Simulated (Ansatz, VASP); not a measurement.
One calculation of Ge, two programs

Contents of INCAR:

```
  ALGO = Normal
  EDIFF = 1E-7
  ENCUT = 520
  GGA = RE
  ISIF = 2
  ISMEAR = -1
  LASPH = T
  LCHARG = F
  LREAL = F
  LWAVE = F
  NBANDS = 36
  NELM = 100
  PREC = Accurate
  SIGMA = 0.1
```

KPOINTS

```
k-points
0
Gamma
  16 16 5
```

The input POSCAR:

```
Ge
1.0
    2.9956859024      0.0000000000      0.0000000000
   -1.4978429512      2.5943400933      0.0000000000
    0.0000000000      0.0000000000      9.8211270292
Ge
4
Direct
    1.0000000000      1.0000000000      0.0000000000
    1.0000000000      1.0000000000      0.5000000000
    0.3333333333      0.6666666667      0.2500000000
    0.6666666667      0.3333333333      0.7500000000
```

Input for Ansatz:

```yaml
crystal:
  lattice:
    - [2.9956859024, 0.0, 0.0]
    - [-1.4978429512, 2.5943400933, 0.0]
    - [0.0, 0.0, 9.8211270292]
  atoms:
    - { symbol: Ge, position: [1.0, 1.0, 0.0] }
    - { symbol: Ge, position: [1.0, 1.0, 0.5] }
    - { symbol: Ge, position: [0.3333333333, 0.6666666667, 0.25] }
    - { symbol: Ge, position: [0.6666666667, 0.3333333333, 0.75] }
hamiltonian:
  xc: revpbe
  pseudopotentials:
    kind: paw
    azcp:
      Ge: "pseudopotentials/Ge.paw.azcp"
basis:
  ecutwfc: 420
  fft_grid_basis: typed
kpoints:
  mp_grid: { grid: [16, 16, 5], shift: [0, 0, 0] }
magnetization:
  spin_polarized: false
scf:
  occupations: { method: fermi_dirac, width: 0.1 }
output:
  stress: true
```

Alike in both runs: task single point; functional revPBE; k mesh 16 × 16 × 5; occupations fermi-dirac, width 0.1 eV; no spin polarisation.

|  | VASP | Ansatz |
| --- | --- | --- |
| version | VASP 6.6.1 | Ansatz 0.2.0 |
| potentials or method | VASP PAW PBE potentials, release 64 (Ge_d), cutoff 520 eV | plane waves (420 eV) with PAW, scalar-relativistic |
| valence electrons in the cell | 56 | 56 |

Ansatz gave:

| Quantity | Value |
| --- | --- |
| pressure (GPa) | 2.5 |
| traceless stress, the component that is largest in VASP (GPa) | 0.69 |

Q: Which values does VASP return?

A: Pressure (GPa): 2.9; traceless stress, the component that is largest in VASP (GPa): 0.68.

VASP's potentials were made for PBE, not for revPBE. With one functional, cell and mesh, what is left measures potentials, basis and numerics.
